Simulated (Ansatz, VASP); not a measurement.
**TaN: VASP beside Ansatz**

```xyz
4
Lattice="3.0088 0.0000 0.0000 -1.5044 2.6057 0.0000 0.0000 0.0000 4.8732" Properties=species:S:1:pos:R:3 pbc="T T T"
Ta    0.0000    1.7371    0.0000
Ta    1.5044    0.8686    2.4366
N     0.0000    1.7371    1.8762
N     1.5044    0.8686    4.3128
```

Change from the starting cell: volume scaled by 0.96.

Alike in both runs: task single point; functional PBEsol; k mesh 9 × 9 × 5; occupations fermi-dirac, width 0.01 eV; no spin polarisation.

```csv
,VASP,Ansatz
version,VASP 6.6.1,Ansatz 0.2.0
potentials or method,"VASP PAW PBE potentials, release 64 (Ta_pv, N), cutoff 520 eV","all-electron LAPW, scalar-relativistic"
```

Ansatz gave:

* pressure (GPa): 154.0
* traceless stress, the component that is largest in VASP (GPa): -19.16
* rms of the force components (eV/Å): 1.350

Problem. Which values does VASP return?

Solution. Pressure (GPa): 161.1; traceless stress, the component that is largest in VASP (GPa): -19.95; rms of the force components (eV/Å): 1.384.

VASP's potentials were made for PBE, not for PBEsol. Atom by atom the forces differ by 0.034 eV/Å (rms over components). Both programs put the cell under a high pressure, so it lies far from rest at this level. Ansatz ran all-electron here, and VASP with PAW potentials.

Neither program's run includes spin-orbit coupling. Noted on VASP's run: the cell as given lies far from equilibrium.
